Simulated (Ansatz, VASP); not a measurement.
## One calculation of Ga3Bi2N3, two programs

```
CELL_PARAMETERS angstrom
2.93457 -2.93567 0.00000
2.93457 2.93567 0.00000
0.00000 0.00000 10.61348
ATOMIC_POSITIONS crystal
Ga 0.50000 0.50000 0.24915
Ga 0.50000 0.50000 0.75085
Ga 0.50000 0.50000 0.00000
Bi 0.24867 0.75133 0.50000
Bi 0.75133 0.24867 0.50000
N 0.00000 0.50000 0.00000
N 0.50000 0.00000 0.00000
N 0.00000 0.00000 0.00000
```

Alike in both runs: functional PBE; k mesh 3 × 3 × 2; occupations gaussian, width 0.15 eV; no spin polarisation.

Ansatz relaxed the structure, and its values are those at the end. VASP's run is a single point on that final structure, the one shown.

|  | VASP | Ansatz |
| --- | --- | --- |
| version | VASP 6.6.1 | Ansatz 0.2.0 |
| potentials or method | VASP PAW PBE potentials, release 64 (Ga_d, Bi_d, N), cutoff 600 eV | scalar-relativistic, plane waves, PAW |
| valence electrons in the cell | 84 | 84 |

```tsv
	VASP	Ansatz	Ansatz less VASP
gap on the k mesh at the Fermi level (eV)	none	none	-
pressure (GPa)	0.2	0.2	+0.02
rms of the force components (eV/Å)	0.015	0.015	+0.0003
```

A gap of «none» marks a metal or a gap that the smearing closes. The functional is the same, so the differences come from potentials, cutoffs and numerics.

The k mesh is coarse, so the values compare programs but aren't converged. Spin-orbit coupling is off throughout.
